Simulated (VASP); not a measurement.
Wanted: the native input for a VASP 6.6.1 run.

- Task: relaxation of cell and atoms
- Functional: LDA
- Potentials or basis: VASP PAW LDA potentials, release 64 (Cs_sv, Cl)
- Cutoff: 500 eV
- k mesh: 6 × 6 × 6
- Occupations: gaussian, width 0.01 eV
- Spin: no spin polarisation
- Target pressure: 50 GPa
- Dipole correction: no
- Further INCAR settings: ALGO = Normal; EDIFF = 1e-07; IBRION = 2; EDIFFG = -0.001; NSW = 80; ISIF = 3

The structure of CsCl lies in POSCAR:

```
CsCl
1.0
    3.9692301019      0.0000000000      0.0000000000
    0.0000000000      3.9692301019      0.0000000000
    0.0000000000      0.0000000000      3.9692301019
Cs Cl
1 1
Direct
    0.0000000000      0.0000000000      0.0000000000
    0.5000000000      0.5000000000      0.5000000000
```

These files were run (other wordings do the same):

INCAR

```
SYSTEM = CsCl
  PREC = Accurate
  ENCUT = 500
  EDIFF = 1E-7
  ISMEAR = 0
  SIGMA = 0.01
  LREAL = .False.
  LASPH = .True.
  NELM = 120
  ALGO = Normal
  ISIF = 3
  LWAVE = .False.
  LCHARG = .False.
  IBRION = 2
  NSW = 80
  EDIFFG = -0.001
  PSTRESS = 500.0
  GGA_COMPAT = .False.
  NELMIN = 4
```

KPOINTS

```
Automatic mesh
0
Gamma
  6 6 6
  0 0 0
```

Potentials or basis: VASP PAW LDA potentials, release 64 (Cs_sv, Cl).

Command:

```sh
$ cat potpaw_LDA.64/Cs_sv/POTCAR potpaw_LDA.64/Cl/POTCAR > POTCAR
$ mpirun -np 1 vasp_std > vasp.out
```

It gave:

| Item | Value |
| --- | --- |
| Relaxed volume | 18.52 Å³/atom |
| Relaxed cell | a = 3.334 Å, b = 3.334 Å, c = 3.334 Å, α = 90.00°, β = 90.00°, γ = 90.00° |
| Space group after relaxing (to 0.05 Å) | Pm-3m (No. 221) |
| Energy change on relaxing (the enthalpy is what falls) | +1200.1 meV/atom |
| Ionic steps | 23 |
| Pressure after relaxing | 50.0 GPa |
| Band gap on the k mesh | 2.61 eV, direct |

Caveat: the cell is relaxed towards a set pressure, so the enthalpy falls and the energy may rise; the volume moved by over 15 % at a fixed basis, so the end points are rough; spin-orbit coupling is left out, which moves the levels of the heavy elements.

Run time: 81 s on 1 thread of Intel(R) Xeon(R) 6975P-C (Granite Rapids) (shared host), peak memory 0.18 GiB.
